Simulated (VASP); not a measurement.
# GaN (Fm-3m) in VASP: a series of runs

Runs on GaN. Level: LDA. Tasks: single point.

Program: VASP 6.6.1. These are calculated values, not measurements. Logs are shortened: lines on timing, memory, paths and dates and some standing lists are left out, and cuts for length are marked.

**1. The cell of the first run**

It takes space group Fm-3m (No. 225, cubic). Conventional cell: a = 4.183 Å, b = 4.183 Å, c = 4.183 Å, α = 90.00°, β = 90.00°, γ = 90.00°. Ga (site symmetry m-3m) has 6 N at 2.09 Å within 2.8 Å. Within 2.8 Å of N (site symmetry m-3m) lie 6 Ga at 2.09 Å.

**2. Single point, LDA**

File INCAR:

```
SYSTEM = GaN
ALGO = Normal
EDIFF = 1E-6
ENCUT = 600
GGA = CA
GGA_COMPAT = .False.
ISIF = 2
ISMEAR = 1
LASPH = .True.
LCHARG = .True.
LELF = .True.
LREAL = .False.
LVHAR = .True.
LWAVE = .False.
NBANDS = 16
NELM = 120
PREC = Accurate
SIGMA = 0.05
```

File KPOINTS:

```
k-points
0
Gamma
  7 7 7
  0 0 0
```

File POSCAR:

```
GaN
1.0
    0.0000000000      2.0916465448      2.0916465448
    2.0916465448      0.0000000000      2.0916465448
    2.0916465448      2.0916465448      0.0000000000
Ga N
1 1
Direct
    0.0000000000      0.0000000000      0.0000000000
    0.5000000000      0.5000000000      0.5000000000
```

Potentials or basis: VASP PAW LDA potentials, release 64 (Ga_d, N).

Command:

```console
$ cat potpaw_LDA.64/Ga_d/POTCAR potpaw_LDA.64/N/POTCAR > POTCAR
$ mpirun -np 1 vasp_std > vasp.out
```

OUTCAR:

```text
SYSTEM = GaN
   EDIFF = 1E-6
   ENCUT = 600
   GGA = CA
   ISIF = 2
   ISMEAR = 1
   LASPH = .True.
   LREAL = .False.
   NELM = 120
   PREC = Accurate

 ion  position               nearest neighbor table
   1  0.000  0.000  0.000-   2 2.09   2 2.09   2 2.09   2 2.09   2 2.09   2 2.09
   2  0.500  0.500  0.500-   1 2.09   1 2.09   1 2.09   1 2.09   1 2.09   1 2.09

  LATTYP: Found a face centered cubic cell.
 ALAT       =     4.1832930896

  Lattice vectors:

 A1 = (   0.0000000000,   2.0916465448,   2.0916465448)
 A2 = (   2.0916465448,   0.0000000000,   2.0916465448)
 A3 = (   2.0916465448,   2.0916465448,   0.0000000000)

Analysis of symmetry for initial positions (statically):
=====================================================================
 Subroutine PRICEL returns:
 Original cell was already a primitive cell.

 Routine SETGRP: Setting up the symmetry group for a
 face centered cubic supercell.

 Subroutine GETGRP returns: Found 48 space group operations
 (whereof 48 operations were pure point group operations)
 out of a pool of 48 trial point group operations.

The static configuration has the point symmetry O_h .

Analysis of symmetry for dynamics (positions and initial velocities):
=====================================================================
 Subroutine PRICEL returns:
 Original cell was already a primitive cell.

 Routine SETGRP: Setting up the symmetry group for a
 face centered cubic supercell.

 Subroutine GETGRP returns: Found 48 space group operations
 (whereof 48 operations were pure point group operations)
 out of a pool of 48 trial point group operations.

The dynamic configuration has the point symmetry O_h .

 Subroutine INISYM returns: Found 48 space group operations
 (whereof 48 operations are pure point group operations),
 and found     1 'primitive' translations

----------------------------------------------------------------------------------------

                                     Primitive cell

  volume of cell :      18.3018

  direct lattice vectors                    reciprocal lattice vectors
     0.000000000  2.091646545  2.091646545    -0.239046124  0.239046124  0.239046124
     2.091646545  0.000000000  2.091646545     0.239046124 -0.239046124  0.239046124
     2.091646545  2.091646545  0.000000000     0.239046124  0.239046124 -0.239046124

  length of vectors
     2.958034911  2.958034911  2.958034911     0.414040033  0.414040033  0.414040033

  position of ions in fractional coordinates (direct lattice)
     0.000000000  0.000000000  0.000000000
     0.500000000  0.500000000  0.500000000

  ion indices of the primitive-cell ions
   primitive index   ion index
                 1           1
                 2           2

----------------------------------------------------------------------------------------

 KPOINTS: k-points

Automatic generation of k-mesh.
 Grid dimensions read from file:
 generate k-points for:    7    7    7

 Generating k-lattice:

  Cartesian coordinates                     Fractional coordinates (reciprocal lattice)
    -0.034149446  0.034149446  0.034149446     0.142857143  0.000000000  0.000000000
     0.034149446 -0.034149446  0.034149446     0.000000000  0.142857143  0.000000000
     0.034149446  0.034149446 -0.034149446     0.000000000  0.000000000  0.142857143

  Length of vectors
     0.059148576  0.059148576  0.059148576

  Shift w.r.t. Gamma in fractional coordinates (k-lattice)
     0.000000000  0.000000000  0.000000000

 Subroutine IBZKPT returns following result:
 ===========================================

 Found     20 irreducible k-points:

 Following reciprocal coordinates:
            Coordinates               Weight
  0.000000  0.000000  0.000000      1.000000
  0.142857  0.000000  0.000000      8.000000
  0.285714  0.000000  0.000000      8.000000
  0.428571  0.000000  0.000000      8.000000
  0.142857  0.142857  0.000000      6.000000
  0.285714  0.142857  0.000000     24.000000
[... 12 lines left out ...]
 -0.428571  0.428571  0.142857     24.000000
 -0.285714  0.428571  0.142857     24.000000
   k-points           NKPTS =     20   k-points in BZ     NKDIM =     20   number of bands    NBANDS=     16
   number of dos      NEDOS =    301   number of ions     NIONS =      2
   total plane-waves  NPLWV =  13824
   dimension x,y,z NGX =    24 NGY =   24 NGZ =   24
   dimension x,y,z NGXF=    48 NGYF=   48 NGZF=   48
   ions per type =               1   1
   NGX,Y,Z   is equivalent  to a cutoff of  13.49, 13.49, 13.49 a.u.
   NGXF,Y,Z  is equivalent  to a cutoff of  26.98, 26.98, 26.98 a.u.
 SYSTEM =  GaN
   PREC   = accura    normal or accurate (medium, high low for compatibility)
   ISTART =      0    job   : 0-new  1-cont  2-samecut
   ICHARG =      2    charge: 1-file 2-atom 10-const
   ISPIN  =      1    spin polarized calculation?
   LNONCOLLINEAR =      F non collinear calculations
   LSORBIT =      F    spin-orbit coupling
   LASPH  =      T    aspherical Exc in radial PAW
   ENCUT  =  600.0 eV  44.10 Ry    6.64 a.u.   5.91  5.91  5.91*2*pi/ulx,y,z
   NELM   =    120;   NELMIN=  2; NELMDL= -5     # of ELM steps
   EDIFF  = 0.1E-05   stopping-criterion for ELM
   LREAL  =      F    real-space projection
   EDIFFG = 0.1E-04   stopping-criterion for IOM
   NSW    =      0    number of steps for IOM
   IBRION =     -1    ionic relax: 0-MD 1-quasi-New 2-CG
   NFREE  =      0    steps in history (QN), initial steepest desc. (CG)
   ISIF   =      2    stress and relaxation
   ISYM   =      2    0-nonsym 1-usesym 2-fastsym
   POTIM  = 0.5000    time-step for ionic-motion
   TEBEG  =    0.0;   TEEND  =   0.0 temperature during run
   PSTRESS=    0.0 pullay stress
   NELECT =      18.0000    total number of electrons
   NUPDOWN=      -1.0000    fix difference up-down
   EMIN   =  10.00;   EMAX   =-10.00  energy-range for DOS
   EFERMI =   0.00;   METHOD = LEGACY
   ISMEAR =     1;   SIGMA  =   0.05  broadening in eV -4-tet -1-fermi 0-gaus
   EFERMI_NEDOS =   21; number of points for ismear=-14 and -15
   IALGO  =     38    algorithm
   IMIX   =      4    mixing-type and parameters
     AMIX     =   0.40;   BMIX     =  1.00
     AMIX_MAG =   1.60;   BMIX_MAG =  1.00
  volume/ion in A,a.u.               =       9.15        61.75
  Fermi-wavevector in a.u.,A,eV,Ry     =   1.628049  3.076566 36.062817  2.650542
  Thomas-Fermi vector in A             =   2.720743
   LORBIT       =      0    0 simple, 1 ext, 2 COOP (PROOUT), +10 PAW based schemes
   GGA     = CA    functional components
   LHFCALC =     F    Hartree Fock is set to
   AEXX    =    0.0000 exact exchange contribution
   IVDW    =     0    specifies the selected vdW correction
   LEPSILON=     F    determine dielectric tensor
   LRPA    =     F    only Hartree local field effects (RPA)
 non-spin polarized calculation
 Methfessel and Paxton  Order N= 1 SIGMA  =   0.05
  energy-cutoff  :      600.00
  volume of cell :       18.30
 maximum number of plane-waves:       623
   NGX = 11   NGY = 11   NGZ = 11

 number of electron      17.9999999 magnetization

 Free energy of the ion-electron system (eV)
  ---------------------------------------------------
  ext. energy  EPLUGINS =         0.00000000
  ---------------------------------------------------
  free energy    TOTEN  =       -13.07839363 eV

  energy without entropy =      -13.07875480  energy(sigma->0) =      -13.07851402

 E-fermi :   8.0581     XC(G=0): -13.6570

 val. band max:        8.0269143391   @ k =  -0.1429   0.1429   0.0000
 cond. band min:       9.0564190054   @ k =   0.4286   0.4286   0.0000
 fundamental gap:      1.0295046663
 Fermi energy:         8.0580682947

 k-point     1 :       0.0000    0.0000    0.0000
  band No.  band energies     occupation
      1      -9.4386      2.00000
      2      -6.0172      2.00000
      3      -6.0172      2.00000
      4      -6.0172      2.00000
      5      -5.9113      2.00000
      6      -5.9113      2.00000
[... 8 lines left out ...]
     15      24.0456      0.00000
     16      24.0456      0.00000

 k-point     2 :       0.1429    0.0000    0.0000
  band No.  band energies     occupation
      1      -9.0254      2.00000
      2      -6.0348      2.00000
      3      -6.0077      2.00000
      4      -6.0077      2.00000
      5      -5.9277      2.00000
      6      -5.9277      2.00000
[... 8 lines left out ...]
     15      24.5377      0.00000
     16      24.5377      0.00000

 k-point     3 :       0.2857    0.0000    0.0000
  band No.  band energies     occupation
      1      -7.8798      2.00000
      2      -6.0944      2.00000
      3      -6.0944      2.00000
      4      -6.0719      2.00000
      5      -5.8540      2.00000
      6      -5.8540      2.00000
[... 8 lines left out ...]
     15      26.8114      0.00000
     16      26.8114      0.00000

 k-point     4 :       0.4286    0.0000    0.0000
  band No.  band energies     occupation
      1      -6.5148      2.00000
      2      -6.1788      2.00000
      3      -6.1788      2.00000
      4      -6.0863      2.00000
      5      -5.7775      2.00000
      6      -5.7775      2.00000
[... 8 lines left out ...]
     15      30.2426      0.00000
     16      30.2426      0.00000
[... 248 lines left out ...]
 k-point    18 :      -0.4286    0.2857    0.1429
  band No.  band energies     occupation
      1      -7.2305      2.00000
      2      -6.1191      2.00000
      3      -6.0372      2.00000
      4      -5.9643      2.00000
      5      -5.7686      2.00000
      6      -4.2929      2.00000
[... 8 lines left out ...]
     15      28.4926      0.00000
     16      32.4526      0.00000

 k-point    19 :      -0.4286    0.4286    0.1429
  band No.  band energies     occupation
      1      -7.5612      2.00000
      2      -6.1461      2.00000
      3      -5.9299      2.00000
      4      -5.8347      2.00000
      5      -5.7264      2.00000
      6      -3.3967      2.00000
[... 8 lines left out ...]
     15      31.1715      0.00000
     16      36.5961      0.00000

 k-point    20 :      -0.2857    0.4286    0.1429
  band No.  band energies     occupation
      1      -7.4081      2.00000
      2      -6.0807      2.00000
      3      -5.9875      2.00000
      4      -5.9611      2.00000
      5      -5.7266      2.00000
      6      -3.1843      2.00000
[... 8 lines left out ...]
     15      28.1413      0.00000
     16      36.0092      0.00000

------------------------ aborting loop because EDIFF is reached ----------------------------------------

  FORCE on cell =-STRESS in cart. coord.  units (eV):
  Direction    XX          YY          ZZ          XY          YZ          ZX
  --------------------------------------------------------------------------------------
  -------------------------------------------------------------------------------------
  Total        0.0913668      0.0913668      0.0913668     -0.0000000      0.0000000     -0.0000000
  in kB        7.9984170      7.9984170      7.9984170     -0.0000000      0.0000000     -0.0000000
  external PRESSURE =       7.9984170 kB  Pullay stress =       0.0000000 kB

 VOLUME and BASIS-vectors are now :
 -----------------------------------------------------------------------------
  energy-cutoff  :      600.00
  volume of cell :       18.30
      direct lattice vectors                 reciprocal lattice vectors
     0.000000000  2.091646545  2.091646545    -0.239046124  0.239046124  0.239046124
     2.091646545  0.000000000  2.091646545     0.239046124 -0.239046124  0.239046124
     2.091646545  2.091646545  0.000000000     0.239046124  0.239046124 -0.239046124

 POSITION                                       TOTAL-FORCE (eV/Angst)
 -----------------------------------------------------------------------------------
      0.00000      0.00000      0.00000         0.000000      0.000000      0.000000
      2.09165      2.09165      2.09165         0.000000      0.000000      0.000000
 -----------------------------------------------------------------------------------
    total drift:                                0.000000     -0.000000     -0.000000

  FREE ENERGIE OF THE ION-ELECTRON SYSTEM (eV)
  ---------------------------------------------------
  free  energy   TOTEN  =       -13.0783936291 eV

  energy  without entropy=      -13.0787548001  energy(sigma->0) =      -13.07851402
```

Wall time 10 s (1 thread of Intel Xeon 8259CL, shared host); peak memory 0.13 GiB.

What came out:

- Free energy: -13.0784 eV
- Pressure: 0.8 GPa
- Band gap on the k mesh: 1.03 eV, indirect (least direct gap 3.23 eV)

A k mesh can miss the band edges. As with any semilocal functional, this LDA gap is likely too small.

**3. Single point, LDA**

This run uses another cell than the first one, of 9.44 Å³/atom, 1.032 times its volume.

File INCAR:

```
  PREC = Accurate
  ENCUT = 600
  EDIFF = 1E-6
  ISMEAR = 1
  SIGMA = 0.05
  LREAL = F
  LASPH = T
  NELM = 120
  ALGO = Normal
  ISIF = 2
  LWAVE = F
  LCHARG = F
  NBANDS = 16
  GGA_COMPAT = F
```

File KPOINTS:

```
regular mesh
0
Gamma
  7 7 7
```

File POSCAR:

```
GaN
1.0
    0.0000000000      2.1136654950      2.1136654950
    2.1136654950      0.0000000000      2.1136654950
    2.1136654950      2.1136654950      0.0000000000
Ga N
1 1
Direct
    0.0000000000      0.0000000000      0.0000000000
    0.5000000000      0.5000000000      0.5000000000
```

Potentials or basis: VASP PAW LDA potentials, release 64 (Ga_d, N).

Command:

```console
$ cat potpaw_LDA.64/Ga_d/POTCAR potpaw_LDA.64/N/POTCAR > POTCAR
$ mpirun -np 1 vasp_std > vasp.out
```

It took 9.3 s on 1 thread of Intel Xeon 8259CL, shared host; peak memory 0.13 GiB.

The run converged. Its results:

```yaml
Free_energy: -13.0684 eV
Pressure: -6.6 GPa
Band_gap_on_the_k_mesh: 0.82 eV, indirect (least direct gap 2.82 eV)
```

Levels at points of the mesh, in eV from the valence-band top:
```tsv
k point	band 5	band 6	band 7	band 8	band 9	band 10	band 11	band 12	band 13	band 14
(0.00, 0.00, 0.00)	-13.96	-13.96	-0.48	-0.48	-0.48	2.35	14.69	14.69	14.69	15.56
```

[end of part 1 of 2]
